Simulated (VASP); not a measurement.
# Os (Im-3m) in VASP: notebook

The runs below take Os through single point, relaxation of cell and atoms, with PBE.

Everything below comes from runs of VASP 6.6.1. Logs are shortened: lines on timing, memory, paths and dates and some standing lists are left out, and cuts for length are marked.

## 1. The cell of the first run

The structure is cubic, space group Im-3m (No. 229). The conventional cell has a = 3.092 Å, b = 3.092 Å, c = 3.092 Å, α = 90.00°, β = 90.00°, γ = 90.00°. Os (site symmetry m-3m) has 14 Os at 2.68 to 3.09 Å within 3.5 Å.

This isn't the form of Os at room conditions, which is hcp.

## 2. Single point, PBE

Input file INCAR:

```
PREC = Accurate ; ENCUT = 520
EDIFF = 1E-7 ; ISMEAR = -1
SIGMA = 0.05 ; LREAL = F
LASPH = T ; NELM = 80
ALGO = Normal ; ISIF = 2
LWAVE = F ; LCHARG = F
GGA = PE ; NBANDS = 10
```

Input file KPOINTS:

```
Automatic mesh
0
Gamma
  19 19 19
```

Input file POSCAR:

```
Os
1.0
   -1.5459096614      1.5459096614      1.5459096614
    1.5459096614     -1.5459096614      1.5459096614
    1.5459096614      1.5459096614     -1.5459096614
Os
1
Direct
    0.0000000000      0.0000000000      0.0000000000
```

Potentials or basis: VASP PAW PBE potentials, release 64 (Os).

Started as:

```
cat potpaw_PBE.64/Os/POTCAR > POTCAR
mpirun -np 1 vasp_std > vasp.out
```

OUTCAR:

```text
PREC = Accurate
   ENCUT = 520
   EDIFF = 1E-7
   ISMEAR = -1
   LREAL = F
   LASPH = T
   NELM = 80
   ISIF = 2
   GGA = PE

 ion  position               nearest neighbor table
   1  0.000  0.000  0.000-

  LATTYP: Found a body centered cubic cell.
 ALAT       =     3.0918193228

  Lattice vectors:

 A1 = (  -1.5459096614,   1.5459096614,   1.5459096614)
 A2 = (   1.5459096614,  -1.5459096614,   1.5459096614)
 A3 = (   1.5459096614,   1.5459096614,  -1.5459096614)

Analysis of symmetry for initial positions (statically):
=====================================================================
 Subroutine PRICEL returns:
 Original cell was already a primitive cell.

 Routine SETGRP: Setting up the symmetry group for a
 body centered cubic supercell.

 Subroutine GETGRP returns: Found 48 space group operations
 (whereof 48 operations were pure point group operations)
 out of a pool of 48 trial point group operations.

The static configuration has the point symmetry O_h .

Analysis of symmetry for dynamics (positions and initial velocities):
=====================================================================
 Subroutine PRICEL returns:
 Original cell was already a primitive cell.

 Routine SETGRP: Setting up the symmetry group for a
 body centered cubic supercell.

 Subroutine GETGRP returns: Found 48 space group operations
 (whereof 48 operations were pure point group operations)
 out of a pool of 48 trial point group operations.

The dynamic configuration has the point symmetry O_h .

 Subroutine INISYM returns: Found 48 space group operations
 (whereof 48 operations are pure point group operations),
 and found     1 'primitive' translations

----------------------------------------------------------------------------------------

                                     Primitive cell

  volume of cell :      14.7779

  direct lattice vectors                    reciprocal lattice vectors
    -1.545909661  1.545909661  1.545909661     0.000000000  0.323434165  0.323434165
     1.545909661 -1.545909661  1.545909661     0.323434165  0.000000000  0.323434165
     1.545909661  1.545909661 -1.545909661     0.323434165  0.323434165  0.000000000

  length of vectors
     2.677594077  2.677594077  2.677594077     0.457404982  0.457404982  0.457404982

  position of ions in fractional coordinates (direct lattice)
     0.000000000  0.000000000  0.000000000

  ion indices of the primitive-cell ions
   primitive index   ion index
                 1           1

----------------------------------------------------------------------------------------

 KPOINTS: Automatic mesh

Automatic generation of k-mesh.
 Grid dimensions read from file:
 generate k-points for:   19   19   19

 Generating k-lattice:

  Cartesian coordinates                     Fractional coordinates (reciprocal lattice)
     0.000000000  0.017022851  0.017022851     0.052631579  0.000000000  0.000000000
     0.017022851  0.000000000  0.017022851     0.000000000  0.052631579  0.000000000
     0.017022851  0.017022851  0.000000000     0.000000000  0.000000000  0.052631579

  Length of vectors
     0.024073946  0.024073946  0.024073946

  Shift w.r.t. Gamma in fractional coordinates (k-lattice)
     0.000000000  0.000000000  0.000000000

 Subroutine IBZKPT returns following result:
 ===========================================

 Found    220 irreducible k-points:

 Following reciprocal coordinates:
            Coordinates               Weight
  0.000000  0.000000  0.000000      1.000000
  0.052632  0.000000  0.000000     12.000000
  0.105263  0.000000  0.000000     12.000000
  0.157895  0.000000  0.000000     12.000000
  0.210526  0.000000  0.000000     12.000000
  0.263158  0.000000  0.000000     12.000000
[... 16 lines left out ...]
  0.263158  0.105263  0.000000     48.000000
  0.315789  0.105263  0.000000     48.000000
 [... further k-points ...]
   k-points           NKPTS =    220   k-points in BZ     NKDIM =    220   number of bands    NBANDS=     10
   number of dos      NEDOS =    301   number of ions     NIONS =      1
   total plane-waves  NPLWV =   8000
   dimension x,y,z NGX =    20 NGY =   20 NGZ =   20
   dimension x,y,z NGXF=    40 NGYF=   40 NGZF=   40
   ions per type =               1
   NGX,Y,Z   is equivalent  to a cutoff of  12.42, 12.42, 12.42 a.u.
   NGXF,Y,Z  is equivalent  to a cutoff of  24.84, 24.84, 24.84 a.u.
 SYSTEM =  unknown system
   PREC   = accura    normal or accurate (medium, high low for compatibility)
   ISTART =      0    job   : 0-new  1-cont  2-samecut
   ICHARG =      2    charge: 1-file 2-atom 10-const
   ISPIN  =      1    spin polarized calculation?
   LNONCOLLINEAR =      F non collinear calculations
   LSORBIT =      F    spin-orbit coupling
   LASPH  =      T    aspherical Exc in radial PAW
   ENCUT  =  520.0 eV  38.22 Ry    6.18 a.u.   4.98  4.98  4.98*2*pi/ulx,y,z
   NELM   =     80;   NELMIN=  2; NELMDL= -5     # of ELM steps
   EDIFF  = 0.1E-06   stopping-criterion for ELM
   LREAL  =      F    real-space projection
   EDIFFG = 0.1E-05   stopping-criterion for IOM
   NSW    =      0    number of steps for IOM
   IBRION =     -1    ionic relax: 0-MD 1-quasi-New 2-CG
   NFREE  =      0    steps in history (QN), initial steepest desc. (CG)
   ISIF   =      2    stress and relaxation
   ISYM   =      2    0-nonsym 1-usesym 2-fastsym
   POTIM  = 0.5000    time-step for ionic-motion
   TEBEG  =    0.0;   TEEND  =   0.0 temperature during run
   PSTRESS=    0.0 pullay stress
   NELECT =       8.0000    total number of electrons
   NUPDOWN=      -1.0000    fix difference up-down
   EMIN   =  10.00;   EMAX   =-10.00  energy-range for DOS
   EFERMI =   0.00;   METHOD = LEGACY
   ISMEAR =    -1;   SIGMA  =   0.05  broadening in eV -4-tet -1-fermi 0-gaus
   EFERMI_NEDOS =   21; number of points for ismear=-14 and -15
   IALGO  =     38    algorithm
   IMIX   =      4    mixing-type and parameters
     AMIX     =   0.40;   BMIX     =  1.00
     AMIX_MAG =   1.60;   BMIX_MAG =  1.00
  volume/ion in A,a.u.               =      14.78        99.73
  Fermi-wavevector in a.u.,A,eV,Ry     =   1.334240  2.521349 24.221053  1.780197
  Thomas-Fermi vector in A             =   2.463037
   LORBIT       =      0    0 simple, 1 ext, 2 COOP (PROOUT), +10 PAW based schemes
   GGA     = PE    functional components
   LHFCALC =     F    Hartree Fock is set to
   AEXX    =    0.0000 exact exchange contribution
   IVDW    =     0    specifies the selected vdW correction
   LEPSILON=     F    determine dielectric tensor
   LRPA    =     F    only Hartree local field effects (RPA)
 non-spin polarized calculation
  energy-cutoff  :      520.00
  volume of cell :       14.78
 maximum number of plane-waves:       414
   NGX =  9   NGY =  9   NGZ =  9

 number of electron       7.9999999 magnetization

 Free energy of the ion-electron system (eV)
  ---------------------------------------------------
  ext. energy  EPLUGINS =         0.00000000
  ---------------------------------------------------
  free energy    TOTEN  =       -10.36433174 eV

  energy without entropy =      -10.35140542  energy(sigma->0) =      -10.35786858

 E-fermi :   8.9566     XC(G=0): -13.7285

 val. band max:        8.9523555327   @ k =   0.2105   0.1579   0.1053
 cond. band min:       8.9727150097   @ k =   0.1579   0.1579   0.0000
 fundamental gap:      0.0203594770
 Fermi energy:         8.9565779938

 k-point     1 :       0.0000    0.0000    0.0000
  band No.  band energies     occupation
      1      -1.7885      2.00000
      2       5.6782      2.00000
      3       5.6782      2.00000
      4       5.6782      2.00000
      5       8.8705      1.69678
      6       8.8705      1.69678
      7      25.1349      0.00000
      8      25.1349      0.00000
      9      25.1349      0.00000
     10      36.7256      0.00000

 k-point     2 :       0.0526    0.0000    0.0000
  band No.  band energies     occupation
      1      -1.6586      2.00000
      2       5.6121      2.00000
      3       5.6716      2.00000
      4       5.7979      2.00000
      5       8.7744      1.94899
      6       8.8744      1.67587
      7      25.2256      0.00000
      8      25.3473      0.00000
      9      25.3656      0.00000
     10      35.2461      0.00000

 k-point     3 :       0.1053    0.0000    0.0000
  band No.  band energies     occupation
      1      -1.2803      2.00000
      2       5.4259      2.00000
      3       5.6378      2.00000
      4       6.1529      2.00000
      5       8.5486      1.99943
      6       8.8893      1.58709
      7      25.4349      0.00000
      8      25.9292      0.00000
      9      25.9700      0.00000
     10      33.3854      0.00000

 k-point     4 :       0.1579    0.0000    0.0000
  band No.  band energies     occupation
      1      -0.6919      2.00000
      2       5.1515      2.00000
      3       5.5520      2.00000
      4       6.7308      2.00000
      5       8.3372      1.99999
      6       8.9224      1.32923
      7      25.5412      0.00000
      8      26.3776      0.00000
      9      26.9638      0.00000
     10      32.0793      0.00000
[... 222 lines left out ...]
 k-point    22 :       0.2105    0.1053    0.0000
  band No.  band energies     occupation
      1       1.0686      2.00000
      2       4.5457      2.00000
      3       5.0639      2.00000
      4       8.0953      2.00000
      5       9.0031      0.56571
      6       9.2940      0.00234
      7      23.9447      0.00000
      8      25.0685      0.00000
      9      28.8011      0.00000
     10      29.5238      0.00000

 k-point    23 :       0.2632    0.1053    0.0000
  band No.  band energies     occupation
      1       1.5809      2.00000
      2       4.2577      2.00000
      3       5.3407      2.00000
      4       8.2862      2.00000
      5       9.3679      0.00053
      6      10.1462      0.00000
      7      22.1541      0.00000
      8      23.9212      0.00000
      9      28.0766      0.00000
     10      30.3612      0.00000

 k-point    24 :       0.3158    0.1053    0.0000
  band No.  band energies     occupation
      1       1.7820      2.00000
      2       4.0291      2.00000
      3       5.9963      2.00000
      4       8.5289      1.99961
      5       9.4842      0.00005
      6      11.2779      0.00000
      7      20.2617      0.00000
      8      22.9262      0.00000
      9      26.8219      0.00000
     10      31.8353      0.00000

 [... further k-points ...]
[... 5 lines left out ...]
  --------------------------------------------------------------------------------------
  -------------------------------------------------------------------------------------
  Total        0.0042963      0.0042963      0.0042963     -0.0000000     -0.0000000      0.0000000
  in kB        0.4657892      0.4657892      0.4657892     -0.0000000     -0.0000000      0.0000000
  external PRESSURE =       0.4657892 kB  Pullay stress =       0.0000000 kB

 VOLUME and BASIS-vectors are now :
 -----------------------------------------------------------------------------
  energy-cutoff  :      520.00
  volume of cell :       14.78
      direct lattice vectors                 reciprocal lattice vectors
    -1.545909661  1.545909661  1.545909661     0.000000000  0.323434165  0.323434165
     1.545909661 -1.545909661  1.545909661     0.323434165  0.000000000  0.323434165
     1.545909661  1.545909661 -1.545909661     0.323434165  0.323434165  0.000000000

 POSITION                                       TOTAL-FORCE (eV/Angst)
 -----------------------------------------------------------------------------------
      0.00000      0.00000      0.00000         0.000000     -0.000000      0.000000
 -----------------------------------------------------------------------------------
    total drift:                                0.000000     -0.000000      0.000000

  FREE ENERGIE OF THE ION-ELECTRON SYSTEM (eV)
  ---------------------------------------------------
  free  energy   TOTEN  =       -10.3643317450 eV

  energy  without entropy=      -10.3514054230  energy(sigma->0) =      -10.35786858
```

Run time: 12 s. Hardware: 1 thread of Intel Xeon 6975P-C (Granite Rapids), shared host; peak memory 0.15 GiB.

Results:

| Quantity | Value |
| --- | --- |
| Free energy | -10.3643 eV |
| Pressure | 0.0 GPa |
| Band gap on the k mesh | zero (bands 4 and 5 overlap by 4.40 eV) |

Caveat: spin-orbit coupling is left out, which moves the levels of the heavy elements.

(Continued in part 2 of 2.)

The gap in the log of VASP goes by the Fermi energy; the results here count the filled bands.